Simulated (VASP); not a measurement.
Set up this calculation in VASP 6.6.1, as the native input.

- Task: single point
- Functional: PBE
- Potentials or basis: VASP PAW PBE potentials, release 64 (Mg, O)
- Cutoff: 520 eV
- k mesh: 9 × 9 × 6
- Occupations: gaussian, width 0.05 eV
- Spin: no spin polarisation
- Dipole correction: no
- Further INCAR settings: ALGO = Normal; EDIFF = 1e-07; NBANDS = 16

The structure of MgO lies in POSCAR:

```
MgO
1.0
    3.6159507922      0.0000000000      0.0000000000
   -1.8079753961      3.1315052449      0.0000000000
    0.0000000000      0.0000000000      4.1489419390
Mg O
2 2
Direct
    0.6666666667      0.3333333333      0.7500000000
    0.3333333333      0.6666666667      0.2500000000
    0.6666666667      0.3333333333      0.2500000000
    0.3333333333      0.6666666667      0.7500000000
```

This cell differs from its parent crystal: volume 11.745 Å^3 an atom, c/a of the conventional cell 1.1474.

One way to write it, as run:

INCAR

```
ALGO = Normal
EDIFF = 1E-7
ENCUT = 520
GGA = PE
ISIF = 2
ISMEAR = 0
LASPH = True
LCHARG = False
LREAL = False
LWAVE = False
NBANDS = 16
NELM = 100
PREC = Accurate
SIGMA = 0.05
```

KPOINTS

```
k-points
0
Gamma
  9 9 6
```

Potentials or basis: VASP PAW PBE potentials, release 64 (Mg, O).

Command:

```sh
$ cat potpaw_PBE.64/Mg/POTCAR potpaw_PBE.64/O/POTCAR > POTCAR
$ mpirun -np 1 vasp_std > vasp.out
```

It gave:

- Pressure: -3.5 GPa
- Band gap on the k mesh: 3.18 eV, direct

It took 36 s on 1 thread of Intel Xeon 6975P-C, with other jobs on the host, peak memory 0.18 GiB.
